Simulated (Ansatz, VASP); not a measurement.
**RbBr: VASP beside Ansatz**

POSCAR

```
RbBr
1.0
    0.0000000000      3.4608261073      3.4608261073
    3.4608261073      0.0000000000      3.4608261073
    3.4608261073      3.4608261073      0.0000000000
Rb Br
1 1
Direct
    0.0000000000      0.0000000000      0.0000000000
    0.5000000000      0.5000000000      0.5000000000
```

INCAR.step1

```
SYSTEM = RbBr
PREC = Accurate
ENCUT = 520
EDIFF = 1E-5
ISMEAR = 0
SIGMA = 0.01
LREAL = .FALSE.
LASPH = .TRUE.
NELM = 100
ALGO = Normal
ISIF = 2
LWAVE = .TRUE.
LCHARG = .FALSE.
NBANDS = 15
GGA = PE
```

The input INCAR.step2:

```
SYSTEM = RbBr
PREC = Accurate
ENCUT = 520
EDIFF = 1E-6
ISMEAR = 0
SIGMA = 0.01
LREAL = .FALSE.
LASPH = .TRUE.
NELM = 100
ALGO = Normal
ISIF = 2
LWAVE = .FALSE.
LCHARG = .FALSE.
GGA = PE
LHFCALC = .TRUE.
AEXX = 0.1
HFSCREEN = 0.2078
PRECFOCK = Normal
NBANDS = 15
ISTART = 1
```

File KPOINTS:

```
Automatic mesh
0
G
  4 4 4
  0 0 0
```

Input for Ansatz:

```yaml
crystal:
  lattice:
    - [0.0, 3.4608261073, 3.4608261073]
    - [3.4608261073, 0.0, 3.4608261073]
    - [3.4608261073, 3.4608261073, 0.0]
  atoms:
    - { symbol: Rb, position: [0.0, 0.0, 0.0] }
    - { symbol: Br, position: [0.5, 0.5, 0.5] }
kpoints:
  mp_grid: { grid: [4, 4, 4] }
hamiltonian:
  xc:
    exchange: pbe
    correlation: pbe
    exx: { coeff: 0.1, omega: 0.2078 }
scf:
  occupations: { method: fixed }
  n_extra_bands: 4
output:
  forces: true
  stress: true
  eigenvalues: true
```

Alike in both runs: task single point; functional PBE-based screened hybrid with a share of 0.1 of exact exchange and HFSCREEN = 0.2078; k mesh 4 × 4 × 4; no spin polarisation.

|  | VASP | Ansatz |
| --- | --- | --- |
| version | VASP 6.6.1 | Ansatz 0.2.0 |
| potentials or method | VASP PAW PBE potentials, release 64 (Rb_sv, Br) | plane waves |
| plane-wave cutoff (eV) | 520 | 420 |
| occupations | gaussian, width 0.01 eV | fixed |
| valence electrons in the cell | 16 | 16 |

Ansatz gave:

```
gap on the k mesh at the Fermi level (eV) : 4.75
pressure (GPa)                            : 0.5
```

**Question.** What did VASP give for the same quantities?

**Answer.** gap on the k mesh at the Fermi level (eV): 4.74; pressure (GPa): 0.5.

VASP's potentials were made for PBE, not for PBE-based screened hybrid. Ansatz's warnings: stress exchange threshold loose, stress scf threshold loose.
